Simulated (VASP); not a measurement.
Runs of VASP 6.6.1 on C. The structure is that of space group R-3m (No. 166), or close to it. The cells are those of the table. 

```tsv
cell	gap on the mesh (eV)	pressure (GPa)	largest force (eV/Å)
a = 2.456, b = 2.456, c = 3.862 Å, angles 108.0, 108.0, 60.0°, 2 atoms	0.71	(a)	0.01
a = 2.456, b = 2.456, c = 3.813 Å, angles 108.3, 108.3, 60.0°, 2 atoms	0.66	1.5	0.01
a = 2.456, b = 2.456, c = 3.667 Å, angles 109.0, 109.0, 60.0°, 2 atoms	0.48	1.8	-
a = 2.456, b = 2.456, c = 3.765 Å, angles 108.5, 108.5, 60.0°, 2 atoms	(b)	1.5	-
a = 2.456, b = 2.456, c = 3.716 Å, angles 108.7, 108.7, 60.0°, 2 atoms	0.55	1.6	-
```

Alike in all rows: task single point; level PBEsol; potentials or basis VASP PAW PBE potentials, release 64 (C); no spin polarisation; k mesh 16 × 16 × 10; cutoff (eV) 520; smearing fermi-dirac 0.1 eV.

**Question.** Estimate the missing entries.

**Answer.** (a) 1.4; (b) 0.61.

Caveats: the PAW data sets were made with another functional, which shifts forces and pressure a little; this functional lacks dispersion, which binds the layers, so the pressure and a relaxed spacing across them are unreliable.

A k mesh can miss the band edges.
